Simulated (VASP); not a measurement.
## TiB2: electric field gradients with PBEsol

TiB2:

```
CELL_PARAMETERS angstrom
3.02920 0.00000 0.00000
-1.51460 2.62336 0.00000
0.00000 0.00000 3.22840
ATOMIC_POSITIONS crystal
Ti 0.00000 0.00000 0.00000
B 0.33333 0.66667 0.50000
B 0.66667 0.33333 0.50000
```

| Item | Value |
| --- | --- |
| Program | VASP 6.6.1 |
| Task | electric field gradients |
| Functional | PBEsol |
| Potentials or basis | VASP PAW PBE potentials, release 64 (Ti_sv, B) |
| Cutoff | 520 eV |
| k mesh | 14 × 14 × 11 |
| Occupations | fermi-dirac, width 0.03 eV |
| Spin | no spin polarisation |
| Dipole correction | no |
| Further INCAR settings | ALGO = Normal; EDIFF = 1e-08; NBANDS = 16 |

```
Pressure               : -4.8 GPa
Band gap on the k mesh : zero (band 9 reaches 10.38 eV, above the bottom of band 10 at 9.75 eV)
```

Stress tensor (GPa, compression positive):
```
-3.82  0.00  0.00
 0.00 -3.82  0.00
 0.00  0.00 -6.78
```

Levels at points of the mesh, in eV from the Fermi level:
| k point | band 7 | band 8 | band 9 | band 10 | band 11 | band 12 |
| --- | --- | --- | --- | --- | --- | --- |
| (0.00, 0.00, 0.00) | -2.62 | -2.34 | -2.18 | 1.86 | 1.86 | 3.65 |
| (0.50, 0.00, 0.00) | -3.28 | -3.26 | -2.32 | 1.30 | 2.73 | 3.21 |

Electric field gradients, principal values (V/Å²):
```csv
atom,least,middle,greatest (by size)
1 Ti,-9.297,-9.300,18.597
2 B,-2.313,-2.313,4.625
3 B,-2.313,-2.313,4.625
```

It took 30 s on 1 thread of Intel(R) Xeon(R) Platinum 8375C CPU @ 2.90GHz (Ice Lake), with other jobs on the host, peak memory 0.18 GiB.

Caveat: without QUAD_EFG the Cq values of the log hold for a quadrupole moment of 1 mb, not for the nuclei; the PAW data sets were made with another functional, which shifts forces and pressure a little.
